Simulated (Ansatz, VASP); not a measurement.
**One calculation of LiCl, two programs**

```
Li Cl
1.0
     0.00000    2.60616    2.60616
     2.60616    0.00000    2.60616
     2.60616    2.60616    0.00000
Li Cl
1 1
Direct
  0.00000 0.00000 0.00000
  0.50000 0.50000 0.50000
```

Alike in both runs: task single point; functional r2SCAN; k mesh 8 × 8 × 8; no spin polarisation.

|  | VASP | Ansatz |
| --- | --- | --- |
| version | VASP 6.6.1 | Ansatz 0.2.0 |
| potentials or method | VASP PAW PBE potentials, release 64 (Li_sv, Cl) | plane waves, PAW |
| plane-wave cutoff (eV) | 520 | 500 |
| occupations | gaussian, width 0.01 eV | fixed |
| valence electrons in the cell | 10 | 10 |

|  | VASP | Ansatz | Ansatz less VASP |
| --- | --- | --- | --- |
| gap on the k mesh at the Fermi level (eV) | 7.01 | 6.94 | -0.070 |

VASP's potentials were made for PBE, not for r2SCAN.

Noted on VASP's run: the cutoff is short for stress, so the pressure is rough.
